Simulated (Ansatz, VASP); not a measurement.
Two plane-wave programs on Ge

```
Ge
1.0
     3.78679    0.00000    0.00000
    -1.89339    3.27945    0.00000
     0.00000    0.00000    6.25138
Ge
4
Cartesian
  1.8934 1.0932 0.3932
  0.0000 2.1863 3.5189
  1.8934 1.0932 2.7325
  0.0000 2.1863 5.8582
```

Alike in both runs: task single point; functional LDA; k mesh 12 × 12 × 6; occupations gaussian, width 0.05 eV; no spin polarisation.

|  | VASP | Ansatz |
| --- | --- | --- |
| version | VASP 6.6.1 | Ansatz 0.2.0 |
| potentials or method | VASP PAW LDA potentials, release 64 (Ge_d), cutoff 520 eV | scalar-relativistic, plane waves, PAW |
| valence electrons in the cell | 56 | 56 |

Ansatz gave:

```
gap on the k mesh at the Fermi level (eV)                     : 0.09
pressure (GPa)                                                : 13.2
traceless stress, the component that is largest in VASP (GPa) : 0.09
rms of the force components (eV/Å)                            : 0.037
```

**Question.** Which values does VASP return?

**Answer.** gap on the k mesh at the Fermi level (eV): 0.09; pressure (GPa): 13.4; traceless stress, the component that is largest in VASP (GPa): 0.08; rms of the force components (eV/Å): 0.037.

LDA's correlation is that of Perdew and Zunger in VASP and of Perdew and Wang (1992) in Ansatz. Atom by atom the forces differ by 0.001 eV/Å (rms over components).
